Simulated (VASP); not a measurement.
Set up this calculation in VASP 6.6.1, as the native input.

| Property | Result |
| --- | --- |
| Task | single point |
| Functional | PBE |
| Potentials or basis | VASP PAW PBE potentials, release 64 (Si, C) |
| Cutoff | 520 eV |
| k mesh | 12 × 12 × 12 |
| Occupations | gaussian, width 0.05 eV |
| Spin | no spin polarisation |
| Dipole correction | no |
| Further INCAR settings | ALGO = Normal; EDIFF = 1e-07; NBANDS = 11 |

The structure of SiC lies in POSCAR:

```
SiC
1.0
    0.0000000000      2.1740000000      2.1740000000
    2.1740000000      0.0000000000      2.1740000000
    2.1740000000      2.1740000000      0.0000000000
Si C
1 1
Direct
    0.0034072643      0.0034072643      0.0034072643
    0.7420328850      0.7420328850      0.7420328850
```

This cell differs from its parent crystal: mode 4 (793.9 1/cm) frozen in, largest displacement -0.060 Å.

The input as run:

INCAR

```
PREC = Accurate ; ENCUT = 520
EDIFF = 1E-7 ; ISMEAR = 0
SIGMA = 0.05 ; LREAL = False
LASPH = True ; NELM = 80
ALGO = Normal ; ISIF = 2
LWAVE = False ; LCHARG = False
GGA = PE ; NBANDS = 11
```

KPOINTS

```
regular mesh
0
Gamma
  12 12 12
```

Potentials or basis: VASP PAW PBE potentials, release 64 (Si, C).

The run is started by

```sh
$ cat potpaw_PBE.64/Si/POTCAR potpaw_PBE.64/C/POTCAR > POTCAR
$ mpirun -np 1 vasp_std > vasp.out
```

It gave:

```yaml
Pressure: 5.5 GPa
Largest_force: 1.389 eV/Å
Band_gap_on_the_k_mesh: 0.89 eV, indirect (least direct gap 4.39 eV)
```

Caveat: the cell differs from its parent crystal (mode 4 (793.9 1/cm) frozen in, largest displacement -0.060 Å); forces of over 1 eV/Å act on the atoms, so gaps and moduli don't describe the material at rest.

Run time: 13 s on 1 thread of Intel(R) Xeon(R) 6975P-C (Granite Rapids) (shared host), peak memory 0.16 GiB.
